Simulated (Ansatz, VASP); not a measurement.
**One calculation of KF, two programs**

```
K F
1.0
     1.77294   -5.47388    0.00000
     1.77294    5.47388    0.00000
     0.00000    0.00000    3.99250
K F
2 2
Direct
  0.62711 0.37289 0.25000
  0.37289 0.62711 0.75000
  0.87092 0.12908 0.25000
  0.12908 0.87092 0.75000
```

Alike in both runs: task relaxation of cell and atoms; functional PBE; k mesh 8 × 8 × 6; occupations gaussian, width 0.02 eV; no spin polarisation.

|  | VASP | Ansatz |
| --- | --- | --- |
| version | VASP 6.6.1 | Ansatz 0.2.0 |
| potentials or method | VASP PAW PBE potentials, release 64 (K_sv, F), cutoff 600 eV | scalar-relativistic, plane waves, PAW |
| valence electrons in the cell | 32 | 32 |

Ansatz gave:

| Property | Result |
| --- | --- |
| gap on the k mesh at the Fermi level, each at its own relaxed structure (eV) | 5.77 |
| relaxed volume (Å³/atom) | 19.66 |
| relaxed length of the cell vector where the two differ most in proportion (Å) | 5.830 |

Q: What did VASP give for the same quantities?

A: gap on the k mesh at the Fermi level, each at its own relaxed structure (eV): 5.80; relaxed volume (Å³/atom): 19.47; relaxed length of the cell vector where the two differ most in proportion (Å): 5.762.
